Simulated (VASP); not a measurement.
A run of VASP 6.6.1:

The input INCAR:

```
SYSTEM = Ti
PREC = Accurate
ENCUT = 520
EDIFF = 1E-6
ISMEAR = 0
SIGMA = 0.15
LREAL = .FALSE.
LASPH = .TRUE.
NELM = 100
ALGO = Fast
ISIF = 2
LWAVE = .FALSE.
LCHARG = .FALSE.
GGA = PS
NBANDS = 25
```

KPOINTS

```
regular mesh
0
G
  12 12 14
  0 0 0
```

The input POSCAR:

```
Ti
1.0
    4.3795000000      0.0000000000      0.0000000000
   -2.1897500000      3.7927582559      0.0000000000
    0.0000000000      0.0000000000      2.9382000000
Ti
3
Direct
    0.0000000000      0.0000000000      0.0000000000
    0.3333333333      0.6666666667      0.5000000000
    0.6666666667      0.3333333333      0.5000000000
```

Potentials or basis: VASP PAW PBE potentials, release 64 (Ti_sv).

Command:

```console
$ cat potpaw_PBE.64/Ti_sv/POTCAR > POTCAR
$ mpirun -np 1 vasp_std > vasp.out
```

Hardware: 1 thread of Intel Xeon 8259CL, on a shared host.

**Question.** Estimate the wall time of this run.

**Answer.** Wall time 17 min on 1 thread of Intel Xeon 8259CL, on a shared host, peak memory 0.28 GiB. Counts: scf iterations 49, k points 152.
